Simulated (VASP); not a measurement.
Crystal: PtSe2.

```
Pt Se
1.0
     3.67367    0.00000    0.00000
    -1.83683    3.18149    0.00000
     0.00000    0.00000    4.99359
Pt Se
1 2
Direct
  0.00000 0.00000 0.00000
  0.66667 0.33333 0.75000
  0.33333 0.66667 0.25000
```

Base run:

- Program: VASP 6.6.1
- Functional: BLYP
- Dispersion: D3(BJ)
- Potentials or basis: VASP PAW PBE potentials, release 64 (Pt, Se)
- Cutoff: 520 eV
- k mesh: 8 × 8 × 5
- Occupations: fermi-dirac, width 0.05 eV
- Spin: no spin polarisation

Its results: band gap on the k mesh zero (bands 11 and 12 overlap by 0.24 eV); pressure 13.1 GPa; largest force 1.757 eV/Å.

Question: The run is repeated on the same cell with these changes: functional from BLYP to r2SCAN; dispersion from D3(BJ) to rVV10. What comes out?

Answer: Band gap on the k mesh zero (bands 11 and 12 overlap by 0.19 eV); pressure 10.6 GPa; largest force 1.008 eV/Å.

Several settings changed at once.

Caveats: the cell stands under pressure; the PAW data sets were made with another functional, which shifts forces and pressure a little; spin-orbit coupling is left out, which moves the levels of the heavy elements.
